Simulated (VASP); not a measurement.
Here is a VASP 6.6.1 calculation.

Contents of INCAR:

```
SYSTEM = NaCl
  ALGO = Normal
  EDIFF = 1E-6
  ENCUT = 520
  GGA = PS
  ISIF = 2
  ISMEAR = 0
  LASPH = .True.
  LCHARG = .False.
  LREAL = .False.
  LWAVE = .False.
  NBANDS = 14
  NELM = 80
  PREC = Accurate
  SIGMA = 0.05
```

KPOINTS

```
k-points
0
Gamma
  6 6 6
  0 0 0
```

The input POSCAR:

```
NaCl
1.0
    3.5021900000      0.0000000000      0.0000000000
    0.0000000000      3.5021900000      0.0000000000
    0.0000000000      0.0000000000      3.3621024000
Na Cl
1 1
Direct
    0.0000000000      0.0000000000      0.0000000000
    0.5000000000      0.5000000000      0.5000000000
```

Potentials or basis: VASP PAW PBE potentials, release 64 (Na_pv, Cl).

Command:

```console
$ cat potpaw_PBE.64/Na_pv/POTCAR potpaw_PBE.64/Cl/POTCAR > POTCAR
$ mpirun -np 1 vasp_std > vasp.out
```

What does it give for the pressure?

-0.1 GPa.

Estimate the band gap on the k mesh.

3.76 eV (least direct gap 4.23 eV).

Stress tensor (GPa, compression positive):
```
-1.24  0.00  0.00
 0.00 -1.24  0.00
 0.00  0.00  2.05
```

Caveat: the cell differs from its parent crystal (strain +0.000 along x and y, -0.040 along z); the PAW data sets were made with another functional, which shifts forces and pressure a little. A k mesh can miss the band edges.
